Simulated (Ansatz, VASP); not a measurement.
## TiSnS4 in VASP and in Ansatz

```
Ti Sn S
1.0
     1.80189   -3.12003    0.02324
    -5.37555   -3.10299    0.00662
    -0.03167    0.08131  -13.69099
Ti Sn S
2 2 8
Direct
  0.43737 0.49668 0.99916
  0.05534 0.99707 0.99851
  0.50359 0.50104 0.50110
  0.00352 0.00104 0.50110
  0.49204 0.82787 0.89990
  0.99186 0.32816 0.89990
  0.00383 0.67213 0.09798
  0.49826 0.17186 0.09794
  0.00896 0.66814 0.61172
  0.50889 0.16812 0.61172
  0.49815 0.83394 0.39048
  0.99820 0.33396 0.39048
```

Change from the starting cell: cell x2, atoms moved at random (sigma 0.15 Å) and cell strained at random (1.5 %), then relaxed without symmetry.

Alike in both runs: functional PBE; k mesh 4 × 2 × 1; occupations gaussian, width 0.1 eV; no spin polarisation.

Ansatz relaxed the structure, and its values are those at the end. VASP's run is a single point on that final structure, the one shown.

```csv
,VASP,Ansatz
version,VASP 6.6.1,Ansatz 0.2.0
potentials or method,"VASP PAW PBE potentials, release 64 (Ti_sv, Sn_d, S), cutoff 520 eV","scalar-relativistic, plane waves, PAW"
valence electrons in the cell,100,100
```

VASP gave:

```
gap on the k mesh at the Fermi level (eV) : 0.72
least direct gap on the mesh (eV)         : 0.80
pressure (GPa)                            : -0.1
rms of the force components (eV/Å)        : 0.005
```

Task: What did Ansatz give for the same quantities?

Result: gap on the k mesh at the Fermi level (eV): 0.73; least direct gap on the mesh (eV): 0.80; pressure (GPa): 0.0; rms of the force components (eV/Å): 0.004.

With one functional, cell and mesh, what is left measures potentials, basis and numerics.

The k mesh is coarse, so the values compare programs but aren't converged.
